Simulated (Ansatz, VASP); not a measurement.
## One calculation of SiC3, two programs

```
CELL_PARAMETERS angstrom
1.45846 0.84204 4.67007
-1.45846 0.84204 4.67007
0.00000 -1.68409 4.67007
ATOMIC_POSITIONS crystal
C 0.00777 0.00777 0.00777
C 0.48986 0.48986 0.48986
C 0.37956 0.37956 0.37956
Si 0.87281 0.87281 0.87281
```

Change from the starting cell: biaxial_xy strain +3.0%.

Alike in both runs: task single point; functional r2SCAN; k mesh 10 × 10 × 10; no spin polarisation.

|  | VASP | Ansatz |
| --- | --- | --- |
| version | VASP 6.6.1 | Ansatz 0.2.0 |
| potentials or method | VASP PAW PBE potentials, release 64 (C, Si) | plane waves, PAW |
| plane-wave cutoff (eV) | 520 | 500 |
| occupations | gaussian, width 0.01 eV | fixed |
| valence electrons in the cell | 16 | 16 |

```tsv
	VASP	Ansatz	Ansatz less VASP
gap on the k mesh at the Fermi level (eV)	2.07	2.06	-0.004
pressure (GPa)	-13.7	-13.7	-0.03
traceless stress, the component that is largest in VASP (GPa)	9.74	9.77	+0.029
rms of the force components (eV/Å)	0.024	0.000	-0.0236
```

VASP's potentials were made for PBE, not for r2SCAN. Atom by atom the forces differ by 0.024 eV/Å (rms over components).
